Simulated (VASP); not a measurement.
Write the native input for VASP 6.6.1 that does the following.

* Task: single point
* Functional: PBE
* Potentials or basis: VASP PAW PBE potentials, release 64 (Al, N, Ga_d)
* Cutoff: 520 eV
* k mesh: 10 × 10 × 10
* Occupations: fermi-dirac, width 0.02 eV
* Spin: no spin polarisation
* Dipole correction: no
* Further INCAR settings: ALGO = Normal; EDIFF = 1e-07; NBANDS = 31

The structure of AlGa2N3 lies in POSCAR:

```
AlGa2N3
1.0
   -1.5754990494      4.7262793681      2.2257097409
    1.5754990494     -4.7262793681      2.2257097409
    1.5754990494      4.7262793681     -2.2257097409
Al N Ga
1 3 2
Direct
   -0.0007737540     -0.0007737540      0.0000000000
    0.7626038156      0.2626038156      0.5000000000
    0.4065403792      0.2437908474      0.1627495318
    0.0810413157      0.2437908474      0.8372504682
    0.6661769274      0.0002941218      0.6658828056
    0.3344113162      0.0002941218      0.3341171944
```

The input as run:

INCAR

```
  ALGO = Normal
  EDIFF = 1E-7
  ENCUT = 520
  GGA = PE
  ISIF = 2
  ISMEAR = -1
  LASPH = T
  LCHARG = F
  LREAL = F
  LWAVE = F
  NBANDS = 31
  NELM = 60
  PREC = Accurate
  SIGMA = 0.02
```

KPOINTS

```
k-points
0
Gamma
  10 10 10
```

Potentials or basis: VASP PAW PBE potentials, release 64 (Al, N, Ga_d).

The run is started by

```sh
$ cat potpaw_PBE.64/Al/POTCAR potpaw_PBE.64/N/POTCAR potpaw_PBE.64/Ga_d/POTCAR > POTCAR
$ mpirun -np 1 vasp_std > vasp.out
```

It gave:

```
Pressure               : 5.7 GPa
Largest force          : 0.113 eV/Å
Band gap on the k mesh : 2.49 eV
```

Caveat: the cell stands under pressure.

Run time: 17 min on 1 thread of Oxide Virtual Turin-like Processor (shared host), peak memory 0.42 GiB.
